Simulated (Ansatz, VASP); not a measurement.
MgO: VASP beside Ansatz

```
CELL_PARAMETERS angstrom
-3.45178 0.00000 0.00000
-1.72589 -2.98933 0.00000
-2.49296 -2.32504 12.41895
ATOMIC_POSITIONS crystal
Mg 0.63888 0.60184 0.08335
Mg 0.52777 0.34258 0.41668
Mg 0.41666 0.08332 0.75002
Mg 0.02777 0.62036 0.91668
Mg 0.24999 0.13888 0.25002
Mg 0.13888 0.87962 0.58335
O 0.36111 0.95369 0.91668
O 0.58333 0.47221 0.25002
O 0.47222 0.21295 0.58335
O 0.30555 0.26851 0.08335
O 0.19444 0.00925 0.41668
O 0.08333 0.74999 0.75002
```

Alike in both runs: task single point; functional LDA; k mesh 8 × 8 × 2; occupations gaussian, width 0.05 eV; no spin polarisation.

```csv
,VASP,Ansatz
version,VASP 6.6.1,Ansatz 0.2.0
potentials or method,"VASP PAW LDA potentials, release 64 (Mg, O), cutoff 520 eV","scalar-relativistic, plane waves, PAW"
valence electrons in the cell,48,96
```

```csv
,VASP,Ansatz,Ansatz less VASP
gap on the k mesh at the Fermi level (eV),3.06,3.08,+0.015
least direct gap on the mesh (eV),3.06,3.08,+0.015
pressure (GPa),-1.6,0.2,+1.78
"traceless stress, the component that is largest in VASP (GPa)",5.33,5.22,-0.114
rms of the force components (eV/Å),0.667,0.649,-0.0179
```

Ansatz warns that its potentials were made for another functional, while VASP's fit it. LDA's correlation is that of Perdew and Zunger in VASP and of Perdew and Wang (1992) in Ansatz. Atom by atom the forces differ by 0.019 eV/Å (rms over components). VASP's potentials hold 48 valence electrons a cell and Ansatz's 96, so a difference there can come from the potentials and not from the codes.
